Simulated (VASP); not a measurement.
# Si5W (F-43m) in VASP: a series of runs

Runs on Si5W. Level: PBE. Tasks: single point, relaxation of cell and atoms.

All numbers are computed with VASP 6.6.1; they aren't measurements. Logs are shortened: lines on timing, memory, paths and dates and some standing lists are left out, and cuts for length are marked.

## Step 1: The cell of the first run

It takes space group F-43m (No. 216, cubic). The conventional cell has a = 6.951 Å, b = 6.951 Å, c = 6.951 Å, α = 90.00°, β = 90.00°, γ = 90.00°. Si (site symmetry 3m) has 9 Si at 2.45 to 2.88 Å and 3 W at 2.88 Å within 3.2 Å. Within 3.8 Å of Si (site symmetry -43m) lie 12 Si at 2.88 Å and 4 W at 3.01 Å. Within 3.8 Å of W (site symmetry -43m) lie 16 Si at 2.88 to 3.01 Å.

## Step 2: Single point, PBE

Contents of INCAR:

```
SYSTEM = Si5W
ALGO = Normal
EDIFF = 1E-7
ENCUT = 520
GGA = PE
ISIF = 2
ISMEAR = 0
LASPH = .TRUE.
LCHARG = .FALSE.
LREAL = .FALSE.
LWAVE = .FALSE.
NBANDS = 26
NELM = 100
PREC = Accurate
SIGMA = 0.1
```

Contents of KPOINTS:

```
k-points
0
G
  10 10 10
  0 0 0
```

Contents of POSCAR:

```
Si5W
1.0
    0.0000000000      3.4754549440      3.4754549440
    3.4754549440      0.0000000000      3.4754549440
    3.4754549440      3.4754549440      0.0000000000
Si W
5 1
Direct
    0.3756361271      0.3756361271      0.8730916187
    0.3756361271      0.8730916187      0.3756361271
    0.8730916187      0.3756361271      0.3756361271
    0.3756361271      0.3756361271      0.3756361271
    0.7500000000      0.7500000000      0.7500000000
    0.0000000000      0.0000000000      0.0000000000
```

Potentials or basis: VASP PAW PBE potentials, release 64 (Si, W_sv).

Run with:

```bash
> cat potpaw_PBE.64/Si/POTCAR potpaw_PBE.64/W_sv/POTCAR > POTCAR
> mpirun -np 1 vasp_std > vasp.out
```

OUTCAR:

```text
SYSTEM = Si5W
   EDIFF = 1E-7
   ENCUT = 520
   GGA = PE
   ISIF = 2
   ISMEAR = 0
   LASPH = .TRUE.
   LREAL = .FALSE.
   NELM = 100
   PREC = Accurate

 ion  position               nearest neighbor table
   1  0.376  0.376  0.873-   2 2.45   3 2.45   4 2.45   4 2.47   2 2.47   3 2.47   5 2.88   5 2.88
                             5 2.88   6 2.88   6 2.88   6 2.88
   2  0.376  0.873  0.376-   1 2.45   3 2.45   4 2.45   1 2.47   4 2.47   3 2.47   5 2.88   5 2.88
                             5 2.88   6 2.88   6 2.88   6 2.88
   3  0.873  0.376  0.376-   1 2.45   2 2.45   4 2.45   4 2.47   1 2.47   2 2.47   5 2.88   5 2.88
                             5 2.88   6 2.88   6 2.88   6 2.88
   4  0.376  0.376  0.376-   1 2.45   2 2.45   3 2.45   1 2.47   2 2.47   3 2.47   5 2.88   5 2.88
                             5 2.88   6 2.88   6 2.88   6 2.88
   5  0.750  0.750  0.750-   1 2.88   2 2.88   3 2.88   4 2.88   4 2.88   4 2.88   2 2.88   3 2.88
                             1 2.88   1 2.88   3 2.88   2 2.88   6 3.01   6 3.01   6 3.01   6 3.01
   6  0.000  0.000  0.000-   2 2.88   3 2.88   1 2.88   3 2.88   1 2.88   2 2.88   4 2.88   4 2.88
                             4 2.88   1 2.88   2 2.88   3 2.88   5 3.01   5 3.01   5 3.01   5 3.01

  LATTYP: Found a face centered cubic cell.
 ALAT       =     6.9509098880

  Lattice vectors:

 A1 = (   0.0000000000,   3.4754549440,   3.4754549440)
 A2 = (   3.4754549440,   0.0000000000,   3.4754549440)
 A3 = (   3.4754549440,   3.4754549440,   0.0000000000)

Analysis of symmetry for initial positions (statically):
=====================================================================
 Subroutine PRICEL returns:
 Original cell was already a primitive cell.

 Routine SETGRP: Setting up the symmetry group for a
 face centered cubic supercell.

 Subroutine GETGRP returns: Found 24 space group operations
 (whereof 24 operations were pure point group operations)
 out of a pool of 48 trial point group operations.

The static configuration has the point symmetry T_d .

Analysis of symmetry for dynamics (positions and initial velocities):
=====================================================================
 Subroutine PRICEL returns:
 Original cell was already a primitive cell.

 Routine SETGRP: Setting up the symmetry group for a
 face centered cubic supercell.

 Subroutine GETGRP returns: Found 24 space group operations
 (whereof 24 operations were pure point group operations)
 out of a pool of 48 trial point group operations.

The dynamic configuration has the point symmetry T_d .

 Subroutine INISYM returns: Found 24 space group operations
 (whereof 24 operations are pure point group operations),
 and found     1 'primitive' translations

----------------------------------------------------------------------------------------

                                     Primitive cell

  volume of cell :      83.9586

  direct lattice vectors                    reciprocal lattice vectors
     0.000000000  3.475454944  3.475454944    -0.143866057  0.143866057  0.143866057
     3.475454944  0.000000000  3.475454944     0.143866057 -0.143866057  0.143866057
     3.475454944  3.475454944  0.000000000     0.143866057  0.143866057 -0.143866057

  length of vectors
     4.915035517  4.915035517  4.915035517     0.249183321  0.249183321  0.249183321

  position of ions in fractional coordinates (direct lattice)
     0.375636127  0.375636127  0.873091619
     0.375636127  0.873091619  0.375636127
     0.873091619  0.375636127  0.375636127
     0.375636127  0.375636127  0.375636127
     0.750000000  0.750000000  0.750000000
     0.000000000  0.000000000  0.000000000

  ion indices of the primitive-cell ions
   primitive index   ion index
                 1           1
                 2           2
                 3           3
                 4           4
                 5           5
                 6           6

----------------------------------------------------------------------------------------

 KPOINTS: k-points

Automatic generation of k-mesh.
 Grid dimensions read from file:
 generate k-points for:   10   10   10

 Generating k-lattice:

  Cartesian coordinates                     Fractional coordinates (reciprocal lattice)
    -0.014386606  0.014386606  0.014386606     0.100000000  0.000000000  0.000000000
     0.014386606 -0.014386606  0.014386606     0.000000000  0.100000000  0.000000000
     0.014386606  0.014386606 -0.014386606     0.000000000  0.000000000  0.100000000

  Length of vectors
     0.024918332  0.024918332  0.024918332

  Shift w.r.t. Gamma in fractional coordinates (k-lattice)
     0.000000000  0.000000000  0.000000000

 Subroutine IBZKPT returns following result:
 ===========================================

 Found     47 irreducible k-points:

 Following reciprocal coordinates:
            Coordinates               Weight
  0.000000  0.000000  0.000000      1.000000
  0.100000  0.000000  0.000000      8.000000
  0.200000  0.000000  0.000000      8.000000
  0.300000  0.000000  0.000000      8.000000
  0.400000  0.000000  0.000000      8.000000
  0.500000  0.000000  0.000000      4.000000
[... 16 lines left out ...]
  0.300000  0.300000  0.000000      6.000000
  0.400000  0.300000  0.000000     24.000000
 [... further k-points ...]
   k-points           NKPTS =     47   k-points in BZ     NKDIM =     47   number of bands    NBANDS=     26
   number of dos      NEDOS =    301   number of ions     NIONS =      6
   total plane-waves  NPLWV =  64000
   dimension x,y,z NGX =    40 NGY =   40 NGZ =   40
   dimension x,y,z NGXF=    80 NGYF=   80 NGZF=   80
   ions per type =               5   1
   NGX,Y,Z   is equivalent  to a cutoff of  13.53, 13.53, 13.53 a.u.
   NGXF,Y,Z  is equivalent  to a cutoff of  27.06, 27.06, 27.06 a.u.
 SYSTEM =  Si5W
   PREC   = accura    normal or accurate (medium, high low for compatibility)
   ISTART =      0    job   : 0-new  1-cont  2-samecut
   ICHARG =      2    charge: 1-file 2-atom 10-const
   ISPIN  =      1    spin polarized calculation?
   LNONCOLLINEAR =      F non collinear calculations
   LSORBIT =      F    spin-orbit coupling
   LASPH  =      T    aspherical Exc in radial PAW
   ENCUT  =  520.0 eV  38.22 Ry    6.18 a.u.   9.14  9.14  9.14*2*pi/ulx,y,z
   NELM   =    100;   NELMIN=  2; NELMDL= -5     # of ELM steps
   EDIFF  = 0.1E-06   stopping-criterion for ELM
   LREAL  =      F    real-space projection
   EDIFFG = 0.1E-05   stopping-criterion for IOM
   NSW    =      0    number of steps for IOM
   IBRION =     -1    ionic relax: 0-MD 1-quasi-New 2-CG
   NFREE  =      0    steps in history (QN), initial steepest desc. (CG)
   ISIF   =      2    stress and relaxation
   ISYM   =      2    0-nonsym 1-usesym 2-fastsym
   POTIM  = 0.5000    time-step for ionic-motion
   TEBEG  =    0.0;   TEEND  =   0.0 temperature during run
   PSTRESS=    0.0 pullay stress
   NELECT =      34.0000    total number of electrons
   NUPDOWN=      -1.0000    fix difference up-down
   EMIN   =  10.00;   EMAX   =-10.00  energy-range for DOS
   EFERMI =   0.00;   METHOD = LEGACY
   ISMEAR =     0;   SIGMA  =   0.10  broadening in eV -4-tet -1-fermi 0-gaus
   EFERMI_NEDOS =   21; number of points for ismear=-14 and -15
   IALGO  =     38    algorithm
   IMIX   =      4    mixing-type and parameters
     AMIX     =   0.40;   BMIX     =  1.00
     AMIX_MAG =   1.60;   BMIX_MAG =  1.00
  volume/ion in A,a.u.               =      13.99        94.43
  Fermi-wavevector in a.u.,A,eV,Ry     =   1.211191  2.288820 19.959540  1.466985
  Thomas-Fermi vector in A             =   2.346715
   LORBIT       =      0    0 simple, 1 ext, 2 COOP (PROOUT), +10 PAW based schemes
   GGA     = PE    functional components
   LHFCALC =     F    Hartree Fock is set to
   AEXX    =    0.0000 exact exchange contribution
   IVDW    =     0    specifies the selected vdW correction
   LEPSILON=     F    determine dielectric tensor
   LRPA    =     F    only Hartree local field effects (RPA)
 non-spin polarized calculation
 Gauss-broadening in eV      SIGMA  =   0.10
  energy-cutoff  :      520.00
  volume of cell :       83.96
 maximum number of plane-waves:      2279
 NGX is ok and might be reduce to    40
   NGX = 19   NGY = 19   NGZ = 19

 number of electron      34.0000002 magnetization

 Free energy of the ion-electron system (eV)
  ---------------------------------------------------
  ext. energy  EPLUGINS =         0.00000000
  ---------------------------------------------------
  free energy    TOTEN  =       -36.46167950 eV

  energy without entropy =      -36.43812616  energy(sigma->0) =      -36.44990283

 E-fermi :  11.4568     XC(G=0): -11.8405

 val. band max:       11.4546908377   @ k =  -0.4000   0.2000   0.1000
 cond. band min:      11.4584684993   @ k =   0.5000   0.0000   0.0000
 fundamental gap:      0.0037776615
 Fermi energy:        11.4568024287

 k-point     1 :       0.0000    0.0000    0.0000
  band No.  band energies     occupation
      1     -63.4722      2.00000
      2     -27.6421      2.00000
      3     -27.6421      2.00000
      4     -27.6421      2.00000
      5      -3.6712      2.00000
      6       3.1948      2.00000
[... 18 lines left out ...]
     25      19.1381      0.00000
     26      19.1381      0.00000

 k-point     2 :       0.1000    0.0000    0.0000
  band No.  band energies     occupation
      1     -63.4722      2.00000
      2     -27.6424      2.00000
      3     -27.6421      2.00000
      4     -27.6421      2.00000
      5      -3.5820      2.00000
      6       2.7313      2.00000
[... 18 lines left out ...]
     25      18.0074      0.00000
     26      18.0088      0.00000

 k-point     3 :       0.2000    0.0000    0.0000
  band No.  band energies     occupation
      1     -63.4722      2.00000
      2     -27.6431      2.00000
      3     -27.6422      2.00000
      4     -27.6422      2.00000
      5      -3.3185      2.00000
      6       1.7405      2.00000
[... 572 lines left out ...]
 k-point    23 :       0.3000    0.3000    0.0000
  band No.  band energies     occupation
      1     -63.4722      2.00000
      2     -27.6439      2.00000
      3     -27.6428      2.00000
      4     -27.6428      2.00000
      5      -2.6389      2.00000
      6       0.8794      2.00000
[... 18 lines left out ...]
     25      15.5248      0.00000
     26      15.5248      0.00000

 k-point    24 :       0.4000    0.3000    0.0000
  band No.  band energies     occupation
      1     -63.4722      2.00000
      2     -27.6443      2.00000
      3     -27.6430      2.00000
      4     -27.6429      2.00000
      5      -2.2388      2.00000
      6       0.3510      2.00000
[... 18 lines left out ...]
     25      14.8991      0.00000
     26      16.2945      0.00000

 [... further k-points ...]
[... 5 lines left out ...]
  --------------------------------------------------------------------------------------
  -------------------------------------------------------------------------------------
  Total       -0.0201016     -0.0201016     -0.0201016      0.0000000     -0.0000000      0.0000000
  in kB       -0.3835977     -0.3835977     -0.3835977      0.0000000     -0.0000000      0.0000000
  external PRESSURE =      -0.3835977 kB  Pullay stress =       0.0000000 kB

 VOLUME and BASIS-vectors are now :
 -----------------------------------------------------------------------------
  energy-cutoff  :      520.00
  volume of cell :       83.96
      direct lattice vectors                 reciprocal lattice vectors
     0.000000000  3.475454944  3.475454944    -0.143866057  0.143866057  0.143866057
     3.475454944  0.000000000  3.475454944     0.143866057 -0.143866057  0.143866057
     3.475454944  3.475454944  0.000000000     0.143866057  0.143866057 -0.143866057

 POSITION                                       TOTAL-FORCE (eV/Angst)
 -----------------------------------------------------------------------------------
      4.33990      4.33990      2.61101        -0.001439     -0.001439      0.001439
      4.33990      2.61101      4.33990        -0.001439      0.001439     -0.001439
      2.61101      4.33990      4.33990         0.001439     -0.001439     -0.001439
      2.61101      2.61101      2.61101         0.001439      0.001439      0.001439
      5.21318      5.21318      5.21318         0.000000     -0.000000      0.000000
      0.00000      0.00000      0.00000         0.000000     -0.000000      0.000000
 -----------------------------------------------------------------------------------
    total drift:                               -0.000000     -0.000000     -0.000000

  FREE ENERGIE OF THE ION-ELECTRON SYSTEM (eV)
  ---------------------------------------------------
  free  energy   TOTEN  =       -36.4616794962 eV

  energy  without entropy=      -36.4381261583  energy(sigma->0) =      -36.44990283
```

It took 76 s on 1 thread of Intel Xeon Platinum 8488C (Sapphire Rapids), shared host; peak memory 0.28 GiB.

Results:

| Property | Result |
| --- | --- |
| Free energy | -36.4617 eV |
| Pressure | 0.0 GPa |
| Band gap on the k mesh | zero (band 17 reaches 11.73 eV, above the bottom of band 18 at 10.12 eV) |

Forces on the atoms (eV/Å):
```
Si  -0.001 -0.001  0.001
Si  -0.001  0.001 -0.001
Si   0.001 -0.001 -0.001
Si   0.001  0.001  0.001
Si   0.000  0.000  0.000
W    0.000  0.000  0.000
```

Levels at points of the mesh, in eV from the Fermi level:
```tsv
k point	band 14	band 15	band 16	band 17	band 18	band 19	band 20	band 21
(0.00, 0.00, 0.00)	-4.76	-4.76	-1.19	-1.19	-1.19	1.29	1.59	1.59
(0.50, 0.00, 0.00)	-3.25	-1.45	-0.22	0.00	0.00	0.48	0.48	1.30
(0.50, 0.50, 0.00)	-2.27	-1.73	-0.51	0.08	0.08	0.13	1.26	1.26
```

Caveat: spin-orbit coupling is left out, which moves the levels of the heavy elements.

[end of part 1 of 2]
